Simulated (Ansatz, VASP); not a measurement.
## Two plane-wave programs on Si7IrC8

```
CELL_PARAMETERS angstrom
0.00000 4.35800 4.35800
4.35800 0.00000 4.35800
4.35800 4.35800 0.00000
ATOMIC_POSITIONS crystal
Ir 0.99958 0.00150 0.00023
Si 0.99724 0.99913 0.50261
Si 0.99725 0.50383 0.99793
Si 0.99723 0.50385 0.50261
Si 0.50195 0.99912 0.99790
Si 0.50194 0.99914 0.50261
Si 0.50194 0.50385 0.99791
Si 0.49959 0.50148 0.50027
C 0.13074 0.13261 0.13141
C 0.13073 0.13265 0.60679
C 0.13076 0.60805 0.13141
C 0.12521 0.62627 0.62507
C 0.60613 0.13266 0.13140
C 0.62439 0.12710 0.62505
C 0.62440 0.62627 0.12590
C 0.62438 0.62629 0.62505
```

Alike in both runs: functional PBEsol; k mesh 3 × 3 × 3; occupations gaussian, width 0.05 eV; collinear spin; Hubbard terms Ir d U = 2.0 eV.

Ansatz relaxed the structure, and its values are those at the end. VASP's run is a single point on that final structure, the one shown.

|  | VASP | Ansatz |
| --- | --- | --- |
| version | VASP 6.6.1 | Ansatz 0.2.0 |
| potentials or method | VASP PAW PBE potentials, release 64 (Ir, Si, C), cutoff 520 eV | scalar-relativistic, plane waves, PAW |
| valence electrons in the cell | 69 | 77 |

VASP gave:

```
gap on the k mesh at the Fermi level (eV) : none
pressure (GPa)                            : 7.1
rms of the force components (eV/Å)        : 0.043
net moment per atom (μB)                  : 0.00
```

Task: Estimate Ansatz's values.

Result: gap on the k mesh at the Fermi level (eV): none; pressure (GPa): 7.3; rms of the force components (eV/Å): 0.001; net moment per atom (μB): 0.00.

VASP's potentials were made for PBE, not for PBEsol. The programs project onto different local orbitals, so the same U acts differently, and such runs can settle in different states. A gap of «none» marks a metal or a gap that the smearing closes. VASP's potentials hold 69 valence electrons a cell and Ansatz's 77, so a difference there can come from the potentials and not from the codes. Ansatz's warnings: filled band counts differ across k points, seeded moment not kept, stress scf threshold loose.

The k mesh is coarse, so the values compare programs but aren't converged. Spin-orbit coupling is off throughout.
